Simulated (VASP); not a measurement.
# CdSe (I-4m2) in VASP: notebook

CdSe is run at these levels: LDA; tasks: single point.

Everything below comes from runs of VASP 6.6.1. Logs are shortened: lines on timing, memory, paths and dates and some standing lists are left out, and cuts for length are marked.

## 1. The cell of the first run

Symmetry: I-4m2, No. 119, tetragonal system. Conventional cell: a = 4.227 Å, b = 4.227 Å, c = 6.049 Å, α = 90.00°, β = 90.00°, γ = 90.00°. Cd (site symmetry -4m2) has 4 Se at 2.60 Å within 3.4 Å. Within 3.4 Å of Se (site symmetry -4m2) lie 4 Cd at 2.60 Å.

## 2. Single point, LDA (film at in-plane strain -0.005)

INCAR

```
ALGO     = Normal         # electronic algorithm
EDIFF    = 1E-7           # SCF threshold, eV
ENCUT    = 520            # plane-wave cutoff, eV
GGA      = CA             # functional
ISIF     = 2              # what is computed and relaxed
ISMEAR   = 0              # smearing method
LASPH    = T              # aspherical terms in the spheres
LCHARG   = T              # write CHGCAR
LELF     = T              # ELF
LREAL    = F              # projectors in reciprocal space
LVHAR    = T            
LWAVE    = F              # write WAVECAR
NBANDS   = 16             # bands
NELM     = 100            # most SCF steps
PREC     = Accurate       # precision mode
SIGMA    = 0.01           # smearing width, eV
```

KPOINTS

```
k-points
0
Gamma
  6 6 6
```

POSCAR

```
CdSe
1.0
    2.9889737080      2.9889737080      0.0000000000
   -2.9889737080      2.9889737080      0.0000000000
    0.0000000000      2.9889737080      3.0244952821
Cd Se
1 1
Direct
    0.0000000000      0.0000000000      0.0000000000
    0.7500000000      0.2500000000      0.5000000000
```

Potentials or basis: VASP PAW LDA potentials, release 64 (Cd, Se).

On the command line:

```bash
> cat potpaw_LDA.64/Cd/POTCAR potpaw_LDA.64/Se/POTCAR > POTCAR
> mpirun -np 1 vasp_std > vasp.out
```

OUTCAR:

```text
EDIFF = 1E-7
   ENCUT = 520
   GGA = CA
   ISIF = 2
   ISMEAR = 0
   LASPH = T
   LREAL = F
   NELM = 100
   PREC = Accurate

 ion  position               nearest neighbor table
   1  0.000  0.000  0.000-   2 2.60   2 2.60   2 2.60   2 2.60
   2  0.750  0.250  0.500-   1 2.60   1 2.60   1 2.60   1 2.60

  LATTYP: Found a body centered tetragonal cell.
 ALAT       =     4.2270471554
 C/A-ratio  =     1.4310203652

  Lattice vectors:

 A1 = (   2.9889737080,   0.0000000000,  -3.0244952821)
 A2 = (  -2.9889737080,   0.0000000000,  -3.0244952821)
 A3 = (   0.0000000000,   2.9889737080,   3.0244952821)

Analysis of symmetry for initial positions (statically):
=====================================================================
 Subroutine PRICEL returns:
 Original cell was already a primitive cell.

 Routine SETGRP: Setting up the symmetry group for a
 body centered tetragonal supercell.

 Subroutine GETGRP returns: Found  8 space group operations
 (whereof  8 operations were pure point group operations)
 out of a pool of 16 trial point group operations.

The static configuration has the point symmetry D_2d.

Analysis of symmetry for dynamics (positions and initial velocities):
=====================================================================
 Subroutine PRICEL returns:
 Original cell was already a primitive cell.

 Routine SETGRP: Setting up the symmetry group for a
 body centered tetragonal supercell.

 Subroutine GETGRP returns: Found  8 space group operations
 (whereof  8 operations were pure point group operations)
 out of a pool of 16 trial point group operations.

The dynamic configuration has the point symmetry D_2d.

 Subroutine INISYM returns: Found  8 space group operations
 (whereof  8 operations are pure point group operations),
 and found     1 'primitive' translations

----------------------------------------------------------------------------------------

                                     Primitive cell

  volume of cell :      54.0415

  direct lattice vectors                    reciprocal lattice vectors
     2.988973708  2.988973708  0.000000000     0.167281498  0.167281498 -0.165316839
    -2.988973708  2.988973708  0.000000000    -0.167281498  0.167281498 -0.165316839
     0.000000000  2.988973708  3.024495282     0.000000000  0.000000000  0.330633678

  length of vectors
     4.227047155  4.227047155  4.252238885     0.288610216  0.288610216  0.330633678

  position of ions in fractional coordinates (direct lattice)
     0.000000000  0.000000000  0.000000000
     0.750000000  0.250000000  0.500000000

  ion indices of the primitive-cell ions
   primitive index   ion index
                 1           1
                 2           2

----------------------------------------------------------------------------------------

 KPOINTS: k-points

Automatic generation of k-mesh.
 Grid dimensions read from file:
 generate k-points for:    6    6    6

 Generating k-lattice:

  Cartesian coordinates                     Fractional coordinates (reciprocal lattice)
     0.027880250  0.027880250 -0.027552807     0.166666667  0.000000000  0.000000000
    -0.027880250  0.027880250 -0.027552807     0.000000000  0.166666667  0.000000000
     0.000000000  0.000000000  0.055105613     0.000000000  0.000000000  0.166666667

  Length of vectors
     0.048101703  0.048101703  0.055105613

  Shift w.r.t. Gamma in fractional coordinates (k-lattice)
     0.000000000  0.000000000  0.000000000

 Subroutine IBZKPT returns following result:
 ===========================================

 Found     30 irreducible k-points:

 Following reciprocal coordinates:
            Coordinates               Weight
  0.000000  0.000000  0.000000      1.000000
  0.166667  0.000000 -0.000000      8.000000
  0.333333  0.000000 -0.000000      8.000000
  0.500000  0.000000 -0.000000      4.000000
  0.166667  0.166667 -0.000000      8.000000
  0.333333  0.166667  0.000000     16.000000
[... 16 lines left out ...]
 -0.333333 -0.333333  0.166667      4.000000
 -0.166667 -0.333333  0.166667     16.000000
 [... further k-points ...]
   k-points           NKPTS =     30   k-points in BZ     NKDIM =     30   number of bands    NBANDS=     16
   number of dos      NEDOS =    301   number of ions     NIONS =      2
   total plane-waves  NPLWV =  32768
   dimension x,y,z NGX =    32 NGY =   32 NGZ =   32
   dimension x,y,z NGXF=    64 NGYF=   64 NGZF=   64
   ions per type =               1   1
   NGX,Y,Z   is equivalent  to a cutoff of  12.59, 12.59, 12.51 a.u.
   NGXF,Y,Z  is equivalent  to a cutoff of  25.17, 25.17, 25.02 a.u.
 SYSTEM =  unknown system
   PREC   = accura    normal or accurate (medium, high low for compatibility)
   ISTART =      0    job   : 0-new  1-cont  2-samecut
   ICHARG =      2    charge: 1-file 2-atom 10-const
   ISPIN  =      1    spin polarized calculation?
   LNONCOLLINEAR =      F non collinear calculations
   LSORBIT =      F    spin-orbit coupling
   LASPH  =      T    aspherical Exc in radial PAW
   ENCUT  =  520.0 eV  38.22 Ry    6.18 a.u.   7.86  7.86  7.91*2*pi/ulx,y,z
   NELM   =    100;   NELMIN=  2; NELMDL= -5     # of ELM steps
   EDIFF  = 0.1E-06   stopping-criterion for ELM
   LREAL  =      F    real-space projection
   EDIFFG = 0.1E-05   stopping-criterion for IOM
   NSW    =      0    number of steps for IOM
   IBRION =     -1    ionic relax: 0-MD 1-quasi-New 2-CG
   NFREE  =      0    steps in history (QN), initial steepest desc. (CG)
   ISIF   =      2    stress and relaxation
   ISYM   =      2    0-nonsym 1-usesym 2-fastsym
   POTIM  = 0.5000    time-step for ionic-motion
   TEBEG  =    0.0;   TEEND  =   0.0 temperature during run
   PSTRESS=    0.0 pullay stress
   NELECT =      18.0000    total number of electrons
   NUPDOWN=      -1.0000    fix difference up-down
   EMIN   =  10.00;   EMAX   =-10.00  energy-range for DOS
   EFERMI =   0.00;   METHOD = LEGACY
   ISMEAR =     0;   SIGMA  =   0.01  broadening in eV -4-tet -1-fermi 0-gaus
   EFERMI_NEDOS =   21; number of points for ismear=-14 and -15
   IALGO  =     38    algorithm
   IMIX   =      4    mixing-type and parameters
     AMIX     =   0.40;   BMIX     =  1.00
     AMIX_MAG =   1.60;   BMIX_MAG =  1.00
  volume/ion in A,a.u.               =      27.02       182.34
  Fermi-wavevector in a.u.,A,eV,Ry     =   1.134810  2.144481 17.521509  1.287795
  Thomas-Fermi vector in A             =   2.271515
   LORBIT       =      0    0 simple, 1 ext, 2 COOP (PROOUT), +10 PAW based schemes
   GGA     = CA    functional components
   LHFCALC =     F    Hartree Fock is set to
   AEXX    =    0.0000 exact exchange contribution
   IVDW    =     0    specifies the selected vdW correction
   LEPSILON=     F    determine dielectric tensor
   LRPA    =     F    only Hartree local field effects (RPA)
 non-spin polarized calculation
 Gauss-broadening in eV      SIGMA  =   0.01
  energy-cutoff  :      520.00
  volume of cell :       54.04
 maximum number of plane-waves:      1468
   NGX = 15   NGY = 15   NGZ = 15

 number of electron      17.9999995 magnetization

 Free energy of the ion-electron system (eV)
  ---------------------------------------------------
  ext. energy  EPLUGINS =         0.00000000
  ---------------------------------------------------
  free energy    TOTEN  =        -6.75538702 eV

  energy without entropy =       -6.75538702  energy(sigma->0) =       -6.75538702

 E-fermi :   1.2589     XC(G=0):  -9.4679

 val. band max:        1.1664691015   @ k =   0.0000   0.0000   0.0000
 cond. band min:       1.5947447749   @ k =   0.0000   0.0000   0.0000
 fundamental gap:      0.4282756733
 Fermi energy:         1.2589101003

 k-point     1 :       0.0000    0.0000    0.0000
  band No.  band energies     occupation
      1     -11.7276      2.00000
      2      -6.9556      2.00000
      3      -6.9501      2.00000
      4      -6.9501      2.00000
      5      -6.5303      2.00000
      6      -6.5256      2.00000
[... 8 lines left out ...]
     15      12.2367      0.00000
     16      12.4284      0.00000

 k-point     2 :       0.1667    0.0000   -0.0000
  band No.  band energies     occupation
      1     -11.6249      2.00000
      2      -6.9216      2.00000
      3      -6.9175      2.00000
      4      -6.8622      2.00000
      5      -6.5309      2.00000
      6      -6.5277      2.00000
[... 8 lines left out ...]
     15      11.2998      0.00000
     16      11.5292      0.00000

 k-point     3 :       0.3333    0.0000   -0.0000
  band No.  band energies     occupation
      1     -11.4157      2.00000
      2      -6.8684      2.00000
      3      -6.8629      2.00000
      4      -6.5363      2.00000
      5      -6.5176      2.00000
      6      -6.5152      2.00000
[... 8 lines left out ...]
     15      11.6996      0.00000
     16      11.7098      0.00000

 k-point     4 :       0.5000    0.0000   -0.0000
  band No.  band energies     occupation
      1     -11.3099      2.00000
      2      -6.8498      2.00000
      3      -6.8433      2.00000
      4      -6.5031      2.00000
      5      -6.4998      2.00000
      6      -6.2040      2.00000
[... 8 lines left out ...]
     15      13.3110      0.00000
     16      13.3879      0.00000

 k-point     5 :       0.1667    0.1667   -0.0000
  band No.  band energies     occupation
      1     -11.4873      2.00000
      2      -6.8825      2.00000
      3      -6.8590      2.00000
      4      -6.7135      2.00000
      5      -6.5457      2.00000
      6      -6.5017      2.00000
[... 8 lines left out ...]
     15      11.7434      0.00000
     16      13.1549      0.00000

 k-point     6 :       0.3333    0.1667    0.0000
  band No.  band energies     occupation
      1     -11.3132      2.00000
      2      -6.8278      2.00000
      3      -6.8195      2.00000
      4      -6.5348      2.00000
      5      -6.5285      2.00000
      6      -6.2924      2.00000
[... 8 lines left out ...]
     15      12.0931      0.00000
     16      13.2877      0.00000
[... 267 lines left out ...]
 k-point    21 :       0.5000    0.5000    0.1667
  band No.  band energies     occupation
      1     -11.1774      2.00000
      2      -6.7463      2.00000
      3      -6.7233      2.00000
      4      -6.6006      2.00000
      5      -6.4987      2.00000
      6      -6.0162      2.00000
[... 8 lines left out ...]
     15      13.9727      0.00000
     16      14.3453      0.00000

 k-point    22 :      -0.1667    0.5000    0.1667
  band No.  band energies     occupation
      1     -11.2797      2.00000
      2      -6.7858      2.00000
      3      -6.7834      2.00000
      4      -6.6147      2.00000
      5      -6.4988      2.00000
      6      -6.2707      2.00000
[... 8 lines left out ...]
     15      13.4049      0.00000
     16      14.3945      0.00000

 k-point    23 :      -0.3333   -0.3333    0.1667
  band No.  band energies     occupation
      1     -11.1791      2.00000
      2      -6.7521      2.00000
      3      -6.7128      2.00000
      4      -6.6059      2.00000
      5      -6.4961      2.00000
      6      -6.0177      2.00000
[... 8 lines left out ...]
     15      14.0048      0.00000
     16      14.1203      0.00000

 k-point    24 :      -0.1667   -0.3333    0.1667
  band No.  band energies     occupation
      1     -11.2135      2.00000
      2      -6.7834      2.00000
      3      -6.7484      2.00000
      4      -6.5666      2.00000
      5      -6.5168      2.00000
      6      -6.0516      2.00000
[... 8 lines left out ...]
     15      13.0338      0.00000
     16      14.2556      0.00000

 [... further k-points ...]

------------------------ aborting loop because EDIFF is reached ----------------------------------------

  FORCE on cell =-STRESS in cart. coord.  units (eV):
  Direction    XX          YY          ZZ          XY          YZ          ZX
  --------------------------------------------------------------------------------------
  -------------------------------------------------------------------------------------
  Total        0.2568277      0.2568277      0.1830687      0.0000000      0.0000000     -0.0000000
  in kB        7.6142173      7.6142173      5.4274718      0.0000000      0.0000000     -0.0000000
  external PRESSURE =       6.8853021 kB  Pullay stress =       0.0000000 kB

 VOLUME and BASIS-vectors are now :
 -----------------------------------------------------------------------------
  energy-cutoff  :      520.00
  volume of cell :       54.04
      direct lattice vectors                 reciprocal lattice vectors
     2.988973708  2.988973708  0.000000000     0.167281498  0.167281498 -0.165316839
    -2.988973708  2.988973708  0.000000000    -0.167281498  0.167281498 -0.165316839
     0.000000000  2.988973708  3.024495282     0.000000000  0.000000000  0.330633678

 POSITION                                       TOTAL-FORCE (eV/Angst)
 -----------------------------------------------------------------------------------
      0.00000      0.00000      0.00000        -0.000000      0.000000      0.000000
      1.49449      4.48346      1.51225         0.000000     -0.000000      0.000000
 -----------------------------------------------------------------------------------
    total drift:                               -0.000000     -0.000000      0.000000

  FREE ENERGIE OF THE ION-ELECTRON SYSTEM (eV)
  ---------------------------------------------------
  free  energy   TOTEN  =        -6.7553870172 eV

  energy  without entropy=       -6.7553870172  energy(sigma->0) =       -6.75538702
```

It took 7.9 s on 1 thread of Intel Xeon 6975P-C (Granite Rapids), shared host; peak memory 0.16 GiB.

Results:

| Item | Value |
| --- | --- |
| Free energy | -6.7554 eV |
| Pressure | 0.7 GPa |
| Band gap on the k mesh | 0.43 eV, direct |

Caveat: the cell differs from its parent crystal (film at in-plane strain -0.005).

[end of part 1 of 2]
